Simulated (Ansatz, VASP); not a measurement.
Two plane-wave programs on Sn

```
Sn
1.0
     2.14093    1.23607    3.60562
    -2.14093    1.23607    3.60562
     0.00000   -2.47214    3.60562
Sn
2
Direct
  0.24999 0.24999 0.24999
  0.75001 0.75001 0.75001
```

Alike in both runs: functional r2SCAN; k mesh 6 × 6 × 6; occupations gaussian, width 0.1 eV; no spin polarisation.

Ansatz relaxed the structure, and its values are those at the end. VASP's run is a single point on that final structure, the one shown.

```csv
,VASP,Ansatz
version,VASP 6.6.1,Ansatz 0.2.0
potentials or method,"VASP PAW PBE potentials, release 64 (Sn_d), cutoff 520 eV","scalar-relativistic, plane waves, PAW"
valence electrons in the cell,28,28
```

```csv
,VASP,Ansatz,Ansatz less VASP
gap on the k mesh at the Fermi level (eV),none,none,-
pressure (GPa),-0.1,0.0,+0.06
```

VASP's potentials were made for PBE, not for r2SCAN. A gap of «none» marks a metal or a gap that the smearing closes. With one functional, cell and mesh, what is left measures potentials, basis and numerics.
